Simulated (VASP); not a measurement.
# Si2W (P6_222) in VASP: notebook

Si2W is run at these levels: PBE; tasks: single point.

All numbers are computed with VASP 6.6.1; they aren't measurements. Logs are shortened: lines on timing, memory, paths and dates and some standing lists are left out, and cuts for length are marked.

## Step 1: The cell of the first run

It takes space group P6_222 (No. 180, hexagonal). Conventional cell: a = 4.744 Å, b = 4.744 Å, c = 6.287 Å, α = 90.00°, β = 90.00°, γ = 120.00°. Within 3.3 Å of Si (site symmetry 2) lie 5 W at 2.45 to 2.86 Å and 7 Si at 2.54 to 3.20 Å. W (site symmetry 222) has 10 Si at 2.45 to 2.86 Å and 4 W at 3.17 Å within 3.2 Å.

## Step 2: Single point, PBE

The input, INCAR:

```
SYSTEM = Si2W
  PREC = Accurate
  ENCUT = 520
  EDIFF = 1E-7
  ISMEAR = 0
  SIGMA = 0.03
  LREAL = .FALSE.
  LASPH = .TRUE.
  NELM = 100
  ALGO = Normal
  ISIF = 2
  LWAVE = .FALSE.
  LCHARG = .TRUE.
  GGA = PE
  LELF = .TRUE.
  LVHAR = .TRUE.
  NBANDS = 43
```

The input, KPOINTS:

```
Automatic mesh
0
G
  9 9 6
  0 0 0
```

The input, POSCAR:

```
Si2W
1.0
    4.7444861815      0.0000000000      0.0000000000
   -2.3722430908      4.1088455611      0.0000000000
    0.0000000000      0.0000000000      6.2873930878
Si W
6 3
Direct
    0.8050634200      0.6101268399      0.5000000000
    0.1949365800      0.8050634200      0.8333333333
    0.6101268399      0.8050634200      0.1666666667
    0.1949365800      0.3898731601      0.5000000000
    0.8050634200      0.1949365800      0.8333333333
    0.3898731601      0.1949365800      0.1666666667
    0.0000000000      0.5000000000      0.1666666667
    0.5000000000      0.5000000000      0.8333333333
    0.5000000000      0.0000000000      0.5000000000
```

Potentials or basis: VASP PAW PBE potentials, release 64 (Si, W_sv).

Launch:

```console
> cat potpaw_PBE.64/Si/POTCAR potpaw_PBE.64/W_sv/POTCAR > POTCAR
> mpirun -np 1 vasp_std > vasp.out
```

OUTCAR:

```text
SYSTEM = Si2W
   PREC = Accurate
   ENCUT = 520
   EDIFF = 1E-7
   ISMEAR = 0
   LREAL = .FALSE.
   LASPH = .TRUE.
   NELM = 100
   ISIF = 2
   GGA = PE

 ion  position               nearest neighbor table
   1  0.805  0.610  0.500-   7 2.45   8 2.45   9 2.51   4 2.54   4 2.54   2 2.64   3 2.64   9 2.86
                             9 2.86   6 2.88   5 2.88
   2  0.195  0.805  0.833-   9 2.45   7 2.45   8 2.51   5 2.54   5 2.54   1 2.64   6 2.64   8 2.86
                             8 2.86   4 2.88   3 2.88
   3  0.610  0.805  0.167-   9 2.45   8 2.45   7 2.51   6 2.54   6 2.54   5 2.64   1 2.64   7 2.86
                             7 2.86   4 2.88   2 2.88
   4  0.195  0.390  0.500-   7 2.45   8 2.45   9 2.51   1 2.54   1 2.54   5 2.64   6 2.64   9 2.86
                             9 2.86   3 2.88   2 2.88
   5  0.805  0.195  0.833-   9 2.45   7 2.45   8 2.51   2 2.54   2 2.54   4 2.64   3 2.64   8 2.86
                             8 2.86   1 2.88   6 2.88
   6  0.390  0.195  0.167-   9 2.45   8 2.45   7 2.51   3 2.54   3 2.54   2 2.64   4 2.64   7 2.86
                             7 2.86   1 2.88   5 2.88
   7  0.000  0.500  0.167-   1 2.45   4 2.45   2 2.45   5 2.45   3 2.51   6 2.51   3 2.86   6 2.86
                             3 2.86   6 2.86   9 3.17   9 3.17   8 3.17   8 3.17
   8  0.500  0.500  0.833-   1 2.45   4 2.45   3 2.45   6 2.45   5 2.51   2 2.51   2 2.86   5 2.86
                             2 2.86   5 2.86   9 3.17   9 3.17   7 3.17   7 3.17
   9  0.500  0.000  0.500-   3 2.45   6 2.45   5 2.45   2 2.45   1 2.51   4 2.51   4 2.86   1 2.86
                             1 2.86   4 2.86   7 3.17   7 3.17   8 3.17   8 3.17

  LATTYP: Found a hexagonal cell.
 ALAT       =     4.7444861815
 C/A-ratio  =     1.3252000000

  Lattice vectors:

 A1 = (   4.7444861815,   0.0000000000,   0.0000000000)
 A2 = (  -2.3722430908,   4.1088455611,   0.0000000000)
 A3 = (   0.0000000000,   0.0000000000,   6.2873930878)

Analysis of symmetry for initial positions (statically):
=====================================================================
 Subroutine PRICEL returns:
 Original cell was already a primitive cell.

 Routine SETGRP: Setting up the symmetry group for a
 hexagonal supercell.

 Subroutine GETGRP returns: Found 12 space group operations
 (whereof  4 operations were pure point group operations)
 out of a pool of 24 trial point group operations.

The static configuration has the point symmetry D_2 .
 The point group associated with its full space group is D_6 .

Analysis of symmetry for dynamics (positions and initial velocities):
=====================================================================
 Subroutine PRICEL returns:
 Original cell was already a primitive cell.

 Routine SETGRP: Setting up the symmetry group for a
 hexagonal supercell.

 Subroutine GETGRP returns: Found 12 space group operations
 (whereof  4 operations were pure point group operations)
 out of a pool of 24 trial point group operations.

The dynamic configuration has the point symmetry D_2 .
 The point group associated with its full space group is D_6 .

 Subroutine INISYM returns: Found 12 space group operations
 (whereof  4 operations are pure point group operations),
 and found     1 'primitive' translations

----------------------------------------------------------------------------------------

                                     Primitive cell

  volume of cell :     122.5687

  direct lattice vectors                    reciprocal lattice vectors
     4.744486182  0.000000000  0.000000000     0.210770980  0.121688682  0.000000000
    -2.372243091  4.108845561  0.000000000     0.000000000  0.243377364  0.000000000
     0.000000000  0.000000000  6.287393088     0.000000000  0.000000000  0.159048430

  length of vectors
     4.744486182  4.744486182  6.287393088     0.243377364  0.243377364  0.159048430

  position of ions in fractional coordinates (direct lattice)
     0.805063420  0.610126840  0.500000000
     0.194936580  0.805063420  0.833333333
     0.610126840  0.805063420  0.166666667
     0.194936580  0.389873160  0.500000000
     0.805063420  0.194936580  0.833333333
     0.389873160  0.194936580  0.166666667
     0.000000000  0.500000000  0.166666667
     0.500000000  0.500000000  0.833333333
     0.500000000  0.000000000  0.500000000

  ion indices of the primitive-cell ions
   primitive index   ion index
                 1           1
                 2           2
                 3           3
                 4           4
                 5           5
                 6           6
                 7           7
                 8           8
                 9           9

----------------------------------------------------------------------------------------

 KPOINTS: Automatic mesh

Automatic generation of k-mesh.
 Grid dimensions read from file:
 generate k-points for:    9    9    6

 Generating k-lattice:

  Cartesian coordinates                     Fractional coordinates (reciprocal lattice)
     0.023418998  0.013520965  0.000000000     0.111111111 -0.000000000  0.000000000
     0.000000000  0.027041929  0.000000000     0.000000000  0.111111111  0.000000000
     0.000000000  0.000000000  0.026508072     0.000000000  0.000000000  0.166666667

  Length of vectors
     0.027041929  0.027041929  0.026508072

  Shift w.r.t. Gamma in fractional coordinates (k-lattice)
     0.000000000  0.000000000  0.000000000

 Subroutine IBZKPT returns following result:
 ===========================================

 Found     48 irreducible k-points:

 Following reciprocal coordinates:
            Coordinates               Weight
  0.000000  0.000000  0.000000      1.000000
  0.111111 -0.000000  0.000000      6.000000
  0.222222  0.000000  0.000000      6.000000
  0.333333  0.000000  0.000000      6.000000
  0.444444  0.000000  0.000000      6.000000
  0.111111  0.111111  0.000000      6.000000
[... 16 lines left out ...]
  0.333333  0.222222  0.166667     24.000000
  0.333333  0.333333  0.166667      4.000000
 [... further k-points ...]
   k-points           NKPTS =     48   k-points in BZ     NKDIM =     48   number of bands    NBANDS=     43
   number of dos      NEDOS =    301   number of ions     NIONS =      9
   total plane-waves  NPLWV =  62208
   dimension x,y,z NGX =    36 NGY =   36 NGZ =   48
   dimension x,y,z NGXF=    72 NGYF=   72 NGZF=   96
   ions per type =               6   3
   NGX,Y,Z   is equivalent  to a cutoff of  12.61, 12.61, 12.69 a.u.
   NGXF,Y,Z  is equivalent  to a cutoff of  25.23, 25.23, 25.38 a.u.
 SYSTEM =  Si2W
   PREC   = accura    normal or accurate (medium, high low for compatibility)
   ISTART =      0    job   : 0-new  1-cont  2-samecut
   ICHARG =      2    charge: 1-file 2-atom 10-const
   ISPIN  =      1    spin polarized calculation?
   LNONCOLLINEAR =      F non collinear calculations
   LSORBIT =      F    spin-orbit coupling
   LASPH  =      T    aspherical Exc in radial PAW
   ENCUT  =  520.0 eV  38.22 Ry    6.18 a.u.   8.82  8.82 11.69*2*pi/ulx,y,z
   NELM   =    100;   NELMIN=  2; NELMDL= -5     # of ELM steps
   EDIFF  = 0.1E-06   stopping-criterion for ELM
   LREAL  =      F    real-space projection
   EDIFFG = 0.1E-05   stopping-criterion for IOM
   NSW    =      0    number of steps for IOM
   IBRION =     -1    ionic relax: 0-MD 1-quasi-New 2-CG
   NFREE  =      0    steps in history (QN), initial steepest desc. (CG)
   ISIF   =      2    stress and relaxation
   ISYM   =      2    0-nonsym 1-usesym 2-fastsym
   POTIM  = 0.5000    time-step for ionic-motion
   TEBEG  =    0.0;   TEEND  =   0.0 temperature during run
   PSTRESS=    0.0 pullay stress
   NELECT =      66.0000    total number of electrons
   NUPDOWN=      -1.0000    fix difference up-down
   EMIN   =  10.00;   EMAX   =-10.00  energy-range for DOS
   EFERMI =   0.00;   METHOD = LEGACY
   ISMEAR =     0;   SIGMA  =   0.03  broadening in eV -4-tet -1-fermi 0-gaus
   EFERMI_NEDOS =   21; number of points for ismear=-14 and -15
   IALGO  =     38    algorithm
   IMIX   =      4    mixing-type and parameters
     AMIX     =   0.40;   BMIX     =  1.00
     AMIX_MAG =   1.60;   BMIX_MAG =  1.00
  volume/ion in A,a.u.               =      13.62        91.90
  Fermi-wavevector in a.u.,A,eV,Ry     =   1.331873  2.516876 24.135194  1.773887
  Thomas-Fermi vector in A             =   2.460851
   LORBIT       =      0    0 simple, 1 ext, 2 COOP (PROOUT), +10 PAW based schemes
   GGA     = PE    functional components
   LHFCALC =     F    Hartree Fock is set to
   AEXX    =    0.0000 exact exchange contribution
   IVDW    =     0    specifies the selected vdW correction
   LEPSILON=     F    determine dielectric tensor
   LRPA    =     F    only Hartree local field effects (RPA)
 non-spin polarized calculation
 Gauss-broadening in eV      SIGMA  =   0.03
  energy-cutoff  :      520.00
  volume of cell :      122.57
 maximum number of plane-waves:      3327
 NGX is ok and might be reduce to    36
   NGX = 17   NGY = 17   NGZ = 23

 number of electron      65.9999992 magnetization

 Free energy of the ion-electron system (eV)
  ---------------------------------------------------
  ext. energy  EPLUGINS =         0.00000000
  ---------------------------------------------------
  free energy    TOTEN  =       -70.73113016 eV

  energy without entropy =      -70.73045664  energy(sigma->0) =      -70.73079340

 E-fermi :  12.3901     XC(G=0): -12.4184

 val. band max:       12.3685052353   @ k =   0.3333   0.2222   0.5000
 cond. band min:      12.4018819306   @ k =   0.3333   0.0000   0.3333
 fundamental gap:      0.0333766953
 Fermi energy:        12.3900583435

 k-point     1 :       0.0000    0.0000    0.0000
  band No.  band energies     occupation
      1     -61.8993      2.00000
      2     -61.8848      2.00000
      3     -61.8848      2.00000
      4     -26.4249      2.00000
      5     -26.4036      2.00000
      6     -26.4036      2.00000
[... 35 lines left out ...]
     42      15.2823      0.00000
     43      15.7696      0.00000

 k-point     2 :       0.1111   -0.0000    0.0000
  band No.  band energies     occupation
      1     -61.8989      2.00000
      2     -61.8852      2.00000
      3     -61.8848      2.00000
      4     -26.4330      2.00000
      5     -26.4051      2.00000
      6     -26.3962      2.00000
[... 35 lines left out ...]
     42      15.5975      0.00000
     43      15.8099      0.00000

 k-point     3 :       0.2222    0.0000    0.0000
  band No.  band energies     occupation
      1     -61.8978      2.00000
      2     -61.8863      2.00000
      3     -61.8849      2.00000
      4     -26.4451      2.00000
      5     -26.4088      2.00000
      6     -26.3862      2.00000
[... 35 lines left out ...]
     42      15.7140      0.00000
     43      15.9531      0.00000

 k-point     4 :       0.3333    0.0000    0.0000
  band No.  band energies     occupation
      1     -61.8962      2.00000
      2     -61.8879      2.00000
      3     -61.8848      2.00000
      4     -26.4543      2.00000
      5     -26.4129      2.00000
      6     -26.3797      2.00000
[... 863 lines left out ...]
     42      15.3726      0.00000
     43      16.0142      0.00000

 k-point    23 :       0.3333    0.2222    0.1667
  band No.  band energies     occupation
      1     -61.8939      2.00000
      2     -61.8900      2.00000
      3     -61.8850      2.00000
      4     -26.4541      2.00000
      5     -26.4308      2.00000
      6     -26.3672      2.00000
[... 35 lines left out ...]
     42      15.2798      0.00000
     43      15.5461      0.00000

 k-point    24 :       0.3333    0.3333    0.1667
  band No.  band energies     occupation
      1     -61.8933      2.00000
      2     -61.8905      2.00000
      3     -61.8852      2.00000
      4     -26.4550      2.00000
      5     -26.4310      2.00000
      6     -26.3704      2.00000
[... 35 lines left out ...]
     42      15.2013      0.00000
     43      15.6361      0.00000

 [... further k-points ...]
[... 5 lines left out ...]
  --------------------------------------------------------------------------------------
  -------------------------------------------------------------------------------------
  Total        5.0857812      5.0857812     19.8145260     -0.0000000      0.0000000      0.0000000
  in kB       66.4796365     66.4796365    259.0088794     -0.0000000      0.0000000      0.0000000
  external PRESSURE =     130.6560508 kB  Pullay stress =       0.0000000 kB

 VOLUME and BASIS-vectors are now :
 -----------------------------------------------------------------------------
  energy-cutoff  :      520.00
  volume of cell :      122.57
      direct lattice vectors                 reciprocal lattice vectors
     4.744486182  0.000000000  0.000000000     0.210770980  0.121688682  0.000000000
    -2.372243091  4.108845561  0.000000000     0.000000000  0.243377364  0.000000000
     0.000000000  0.000000000  6.287393088     0.000000000  0.000000000  0.159048430

 POSITION                                       TOTAL-FORCE (eV/Angst)
 -----------------------------------------------------------------------------------
      2.37224      2.50692      3.14370        -0.000000      3.028450      0.000000
     -0.98493      3.30788      5.23949        -2.622714      1.514225      0.000000
      0.98493      3.30788      1.04790         2.622714      1.514225     -0.000000
     -0.00000      1.60193      3.14370         0.000000     -3.028450      0.000000
      3.35718      0.80096      5.23949         2.622714     -1.514225      0.000000
      1.38731      0.80096      1.04790        -2.622714     -1.514225      0.000000
     -1.18612      2.05442      1.04790        -0.000000     -0.000000     -0.000000
      1.18612      2.05442      5.23949        -0.000000     -0.000000      0.000000
      2.37224      0.00000      3.14370         0.000000     -0.000000     -0.000000
 -----------------------------------------------------------------------------------
    total drift:                               -0.000000      0.000000      0.000000

  FREE ENERGIE OF THE ION-ELECTRON SYSTEM (eV)
  ---------------------------------------------------
  free  energy   TOTEN  =       -70.7311301558 eV

  energy  without entropy=      -70.7304566371  energy(sigma->0) =      -70.73079340
```

Run time: 1.8 min. Hardware: 1 thread of Intel Xeon 6975P-C (Granite Rapids), shared host; peak memory 0.35 GiB.

Results:

```yaml
Free_energy: -70.7311 eV
Pressure: 13.1 GPa
Largest_force: 3.028 eV/Å
Band_gap_on_the_k_mesh: zero (bands 33 and 34 overlap by 0.01 eV)
```

Forces in eV/Å, atoms in the order of the input:
```
Si   0.000  3.028  0.000
Si  -2.623  1.514  0.000
Si   2.623  1.514  0.000
Si   0.000 -3.028  0.000
Si   2.623 -1.514  0.000
Si  -2.623 -1.514  0.000
W    0.000  0.000  0.000
W    0.000  0.000  0.000
W    0.000  0.000  0.000
```

Stress tensor (GPa, compression positive):
```
 6.65  0.00  0.00
 0.00  6.65  0.00
 0.00  0.00 25.90
```

Caveat: the cell stands under pressure; spin-orbit coupling is left out, which moves the levels of the heavy elements; forces of over 1 eV/Å act on the atoms, so gaps and moduli don't describe the material at rest.

(Part 1 of 2 ends here.)
